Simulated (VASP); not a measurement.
# CaO (Fm-3m) in VASP: a series of runs

Runs on CaO. Level: PBE. Tasks: single point.

Program: VASP 6.6.1. These are calculated values, not measurements. Logs are shortened: lines on timing, memory, paths and dates and some standing lists are left out, and cuts for length are marked.

## (1) The cell of the first run

The structure is cubic, space group Fm-3m (No. 225). The conventional cell has a = 4.642 Å, b = 4.642 Å, c = 4.642 Å, α = 90.00°, β = 90.00°, γ = 90.00°. Within 3.1 Å of Ca (site symmetry m-3m) lie 6 O at 2.32 Å. Within 3.1 Å of O (site symmetry m-3m) lie 6 Ca at 2.32 Å.

## (2) Single point, PBE

Contents of INCAR:

```
ALGO     = Normal         # electronic algorithm
EDIFF    = 1E-6           # SCF threshold, eV
ENCUT    = 600            # plane-wave cutoff, eV
GGA      = PE             # functional
GGA_COMPAT= F            
ISIF     = 2              # what is computed and relaxed
ISMEAR   = 0              # smearing method
LASPH    = T              # aspherical terms in the spheres
LCHARG   = T              # write CHGCAR
LELF     = T              # ELF
LREAL    = F              # projectors in reciprocal space
LVHAR    = T            
LWAVE    = F              # write WAVECAR
NBANDS   = 15             # bands
NELM     = 120            # most SCF steps
PREC     = Accurate       # precision mode
SIGMA    = 0.01           # smearing width, eV
```

Contents of KPOINTS:

```
k-points
0
Gamma
  4 4 4
```

Contents of POSCAR:

```
CaO
1.0
    0.0000000000      2.3208250000      2.3208250000
    2.3208250000      0.0000000000      2.3208250000
    2.3208250000      2.3208250000      0.0000000000
Ca O
1 1
Direct
    0.0000000000      0.0000000000      0.0000000000
    0.5000000000      0.5000000000      0.5000000000
```

Potentials or basis: VASP PAW PBE potentials, release 64 (Ca_sv, O).

Started as:

```bash
$ cat potpaw_PBE.64/Ca_sv/POTCAR potpaw_PBE.64/O/POTCAR > POTCAR
$ mpirun -np 1 vasp_std > vasp.out
```

OUTCAR:

```text
EDIFF = 1E-6
   ENCUT = 600
   GGA = PE
   ISIF = 2
   ISMEAR = 0
   LASPH = T
   LREAL = F
   NELM = 120
   PREC = Accurate

 ion  position               nearest neighbor table
   1  0.000  0.000  0.000-   2 2.32   2 2.32   2 2.32   2 2.32   2 2.32   2 2.32
   2  0.500  0.500  0.500-   1 2.32   1 2.32   1 2.32   1 2.32   1 2.32   1 2.32

  LATTYP: Found a face centered cubic cell.
 ALAT       =     4.6416500000

  Lattice vectors:

 A1 = (   0.0000000000,   2.3208250000,   2.3208250000)
 A2 = (   2.3208250000,   0.0000000000,   2.3208250000)
 A3 = (   2.3208250000,   2.3208250000,   0.0000000000)

Analysis of symmetry for initial positions (statically):
=====================================================================
 Subroutine PRICEL returns:
 Original cell was already a primitive cell.

 Routine SETGRP: Setting up the symmetry group for a
 face centered cubic supercell.

 Subroutine GETGRP returns: Found 48 space group operations
 (whereof 48 operations were pure point group operations)
 out of a pool of 48 trial point group operations.

The static configuration has the point symmetry O_h .

Analysis of symmetry for dynamics (positions and initial velocities):
=====================================================================
 Subroutine PRICEL returns:
 Original cell was already a primitive cell.

 Routine SETGRP: Setting up the symmetry group for a
 face centered cubic supercell.

 Subroutine GETGRP returns: Found 48 space group operations
 (whereof 48 operations were pure point group operations)
 out of a pool of 48 trial point group operations.

The dynamic configuration has the point symmetry O_h .

 Subroutine INISYM returns: Found 48 space group operations
 (whereof 48 operations are pure point group operations),
 and found     1 'primitive' translations

----------------------------------------------------------------------------------------

                                     Primitive cell

  volume of cell :      25.0010

  direct lattice vectors                    reciprocal lattice vectors
     0.000000000  2.320825000  2.320825000    -0.215440630  0.215440630  0.215440630
     2.320825000  0.000000000  2.320825000     0.215440630 -0.215440630  0.215440630
     2.320825000  2.320825000  0.000000000     0.215440630  0.215440630 -0.215440630

  length of vectors
     3.282142191  3.282142191  3.282142191     0.373154117  0.373154117  0.373154117

  position of ions in fractional coordinates (direct lattice)
     0.000000000  0.000000000  0.000000000
     0.500000000  0.500000000  0.500000000

  ion indices of the primitive-cell ions
   primitive index   ion index
                 1           1
                 2           2

----------------------------------------------------------------------------------------

 KPOINTS: k-points

Automatic generation of k-mesh.
 Grid dimensions read from file:
 generate k-points for:    4    4    4

 Generating k-lattice:

  Cartesian coordinates                     Fractional coordinates (reciprocal lattice)
    -0.053860157  0.053860157  0.053860157     0.250000000  0.000000000  0.000000000
     0.053860157 -0.053860157  0.053860157     0.000000000  0.250000000  0.000000000
     0.053860157  0.053860157 -0.053860157     0.000000000  0.000000000  0.250000000

  Length of vectors
     0.093288529  0.093288529  0.093288529

  Shift w.r.t. Gamma in fractional coordinates (k-lattice)
     0.000000000  0.000000000  0.000000000

 Subroutine IBZKPT returns following result:
 ===========================================

 Found      8 irreducible k-points:

 Following reciprocal coordinates:
            Coordinates               Weight
  0.000000  0.000000  0.000000      1.000000
  0.250000  0.000000  0.000000      8.000000
  0.500000  0.000000  0.000000      4.000000
  0.250000  0.250000  0.000000      6.000000
  0.500000  0.250000  0.000000     24.000000
 -0.250000  0.250000  0.000000     12.000000
  0.500000  0.500000  0.000000      3.000000
 -0.250000  0.500000  0.250000      6.000000
   k-points           NKPTS =      8   k-points in BZ     NKDIM =      8   number of bands    NBANDS=     15
   number of dos      NEDOS =    301   number of ions     NIONS =      2
   total plane-waves  NPLWV =  21952
   dimension x,y,z NGX =    28 NGY =   28 NGZ =   28
   dimension x,y,z NGXF=    56 NGYF=   56 NGZF=   56
   ions per type =               1   1
   NGX,Y,Z   is equivalent  to a cutoff of  14.18, 14.18, 14.18 a.u.
   NGXF,Y,Z  is equivalent  to a cutoff of  28.36, 28.36, 28.36 a.u.
 SYSTEM =  unknown system
   PREC   = accura    normal or accurate (medium, high low for compatibility)
   ISTART =      0    job   : 0-new  1-cont  2-samecut
   ICHARG =      2    charge: 1-file 2-atom 10-const
   ISPIN  =      1    spin polarized calculation?
   LNONCOLLINEAR =      F non collinear calculations
   LSORBIT =      F    spin-orbit coupling
   LASPH  =      T    aspherical Exc in radial PAW
   ENCUT  =  600.0 eV  44.10 Ry    6.64 a.u.   6.56  6.56  6.56*2*pi/ulx,y,z
   NELM   =    120;   NELMIN=  2; NELMDL= -5     # of ELM steps
   EDIFF  = 0.1E-05   stopping-criterion for ELM
   LREAL  =      F    real-space projection
   EDIFFG = 0.1E-04   stopping-criterion for IOM
   NSW    =      0    number of steps for IOM
   IBRION =     -1    ionic relax: 0-MD 1-quasi-New 2-CG
   NFREE  =      0    steps in history (QN), initial steepest desc. (CG)
   ISIF   =      2    stress and relaxation
   ISYM   =      2    0-nonsym 1-usesym 2-fastsym
   POTIM  = 0.5000    time-step for ionic-motion
   TEBEG  =    0.0;   TEEND  =   0.0 temperature during run
   PSTRESS=    0.0 pullay stress
   NELECT =      16.0000    total number of electrons
   NUPDOWN=      -1.0000    fix difference up-down
   EMIN   =  10.00;   EMAX   =-10.00  energy-range for DOS
   EFERMI =   0.00;   METHOD = LEGACY
   ISMEAR =     0;   SIGMA  =   0.01  broadening in eV -4-tet -1-fermi 0-gaus
   EFERMI_NEDOS =   21; number of points for ismear=-14 and -15
   IALGO  =     38    algorithm
   IMIX   =      4    mixing-type and parameters
     AMIX     =   0.40;   BMIX     =  1.00
     AMIX_MAG =   1.60;   BMIX_MAG =  1.00
  volume/ion in A,a.u.               =      12.50        84.36
  Fermi-wavevector in a.u.,A,eV,Ry     =   1.410790  2.666007 27.080070  1.990329
  Thomas-Fermi vector in A             =   2.532708
   LORBIT       =      0    0 simple, 1 ext, 2 COOP (PROOUT), +10 PAW based schemes
   GGA     = PE    functional components
   LHFCALC =     F    Hartree Fock is set to
   AEXX    =    0.0000 exact exchange contribution
   IVDW    =     0    specifies the selected vdW correction
   LEPSILON=     F    determine dielectric tensor
   LRPA    =     F    only Hartree local field effects (RPA)
 non-spin polarized calculation
 Gauss-broadening in eV      SIGMA  =   0.01
  energy-cutoff  :      600.00
  volume of cell :       25.00
 maximum number of plane-waves:       869
 NGX is ok and might be reduce to    28
   NGX = 13   NGY = 13   NGZ = 13

 number of electron      16.0000002 magnetization

 Free energy of the ion-electron system (eV)
  ---------------------------------------------------
  ext. energy  EPLUGINS =         0.00000000
  ---------------------------------------------------
  free energy    TOTEN  =       -12.63867956 eV

  energy without entropy =      -12.63867956  energy(sigma->0) =      -12.63867956

 E-fermi :   3.0819     XC(G=0): -10.9956

 val. band max:        2.9882685167   @ k =   0.0000   0.0000   0.0000
 cond. band min:       6.5572896116   @ k =   0.5000   0.5000   0.0000
 fundamental gap:      3.5690210949
 Fermi energy:         3.0819446438

 k-point     1 :       0.0000    0.0000    0.0000
  band No.  band energies     occupation
      1     -34.2560      2.00000
      2     -14.9248      2.00000
      3     -14.9248      2.00000
      4     -14.9248      2.00000
      5     -12.7504      2.00000
      6       2.9883      2.00000
      7       2.9883      2.00000
      8       2.9883      2.00000
      9       8.6009      0.00000
     10       9.4454      0.00000
     11       9.4454      0.00000
     12       9.4454      0.00000
     13      11.1407      0.00000
     14      11.1407      0.00000
     15      18.7125      0.00000

 k-point     2 :       0.2500    0.0000    0.0000
  band No.  band energies     occupation
      1     -34.1748      2.00000
      2     -15.9186      2.00000
      3     -14.9596      2.00000
      4     -14.9596      2.00000
      5     -11.7425      2.00000
      6       1.3254      2.00000
      7       2.1940      2.00000
      8       2.1940      2.00000
      9       9.5443      0.00000
     10      10.5399      0.00000
     11      10.5399      0.00000
     12      10.8067      0.00000
     13      12.6245      0.00000
     14      12.6245      0.00000
     15      20.0391      0.00000

 k-point     3 :       0.5000    0.0000    0.0000
  band No.  band energies     occupation
      1     -34.0919      2.00000
      2     -16.5818      2.00000
      3     -14.9937      2.00000
      4     -14.9937      2.00000
      5     -11.0554      2.00000
      6       0.0902      2.00000
      7       1.5572      2.00000
      8       1.5572      2.00000
      9      10.5280      0.00000
     10      11.9088      0.00000
     11      11.9088      0.00000
     12      12.3228      0.00000
     13      14.3011      0.00000
     14      14.3011      0.00000
     15      18.6754      0.00000
[... 55 lines left out ...]
 k-point     7 :       0.5000    0.5000    0.0000
  band No.  band energies     occupation
      1     -34.0443      2.00000
      2     -15.7795      2.00000
      3     -15.2466      2.00000
      4     -15.2466      2.00000
      5     -12.5302      2.00000
      6       1.7613      2.00000
      7       2.6465      2.00000
      8       2.6465      2.00000
      9       6.5573      0.00000
     10      11.8302      0.00000
     11      12.4714      0.00000
     12      13.2303      0.00000
     13      13.2303      0.00000
     14      15.2632      0.00000
     15      17.8182      0.00000

 k-point     8 :      -0.2500    0.5000    0.2500
  band No.  band energies     occupation
      1     -34.0424      2.00000
      2     -15.6130      2.00000
      3     -15.5181      2.00000
      4     -15.5181      2.00000
      5     -11.8883      2.00000
      6       1.5239      2.00000
      7       1.9434      2.00000
      8       1.9434      2.00000
      9       9.6103      0.00000
     10       9.6103      0.00000
     11      12.1155      0.00000
     12      13.2373      0.00000
     13      13.7693      0.00000
     14      18.3084      0.00000
     15      18.3899      0.00000

------------------------ aborting loop because EDIFF is reached ----------------------------------------

  FORCE on cell =-STRESS in cart. coord.  units (eV):
  Direction    XX          YY          ZZ          XY          YZ          ZX
  --------------------------------------------------------------------------------------
  -------------------------------------------------------------------------------------
  Total        2.6955439      2.6955439      2.6955439      0.0000000      0.0000000     -0.0000000
  in kB      172.7427430    172.7427430    172.7427430      0.0000000      0.0000000     -0.0000000
  external PRESSURE =     172.7427430 kB  Pullay stress =       0.0000000 kB

 VOLUME and BASIS-vectors are now :
 -----------------------------------------------------------------------------
  energy-cutoff  :      600.00
  volume of cell :       25.00
      direct lattice vectors                 reciprocal lattice vectors
     0.000000000  2.320825000  2.320825000    -0.215440630  0.215440630  0.215440630
     2.320825000  0.000000000  2.320825000     0.215440630 -0.215440630  0.215440630
     2.320825000  2.320825000  0.000000000     0.215440630  0.215440630 -0.215440630

 POSITION                                       TOTAL-FORCE (eV/Angst)
 -----------------------------------------------------------------------------------
      0.00000      0.00000      0.00000         0.000000     -0.000000     -0.000000
      2.32083      2.32083      2.32083        -0.000000      0.000000      0.000000
 -----------------------------------------------------------------------------------
    total drift:                                0.000000      0.000000      0.000000

  FREE ENERGIE OF THE ION-ELECTRON SYSTEM (eV)
  ---------------------------------------------------
  free  energy   TOTEN  =       -12.6386795636 eV

  energy  without entropy=      -12.6386795636  energy(sigma->0) =      -12.63867956
```

It took 4.9 s on 1 thread of Intel Xeon 6975P-C (Granite Rapids), shared host; peak memory 0.15 GiB.

What came out:

```
Free energy            : -12.6387 eV
Pressure               : 17.3 GPa
Band gap on the k mesh : 3.57 eV, indirect (least direct gap 3.91 eV)
```

Levels at points of the mesh, in eV from the valence-band top:
```tsv
k point	band 5	band 6	band 7	band 8	band 9	band 10	band 11	band 12
(0.00, 0.00, 0.00)	-15.74	0.00	0.00	0.00	5.61	6.46	6.46	6.46
(0.50, 0.00, 0.00)	-14.04	-2.90	-1.43	-1.43	7.54	8.92	8.92	9.33
(0.50, 0.50, 0.00)	-15.52	-1.23	-0.34	-0.34	3.57	8.84	9.48	10.24
```

Caveat: the k points lie up to 0.59 Å⁻¹ apart.

(Continued in part 2 of 3.)
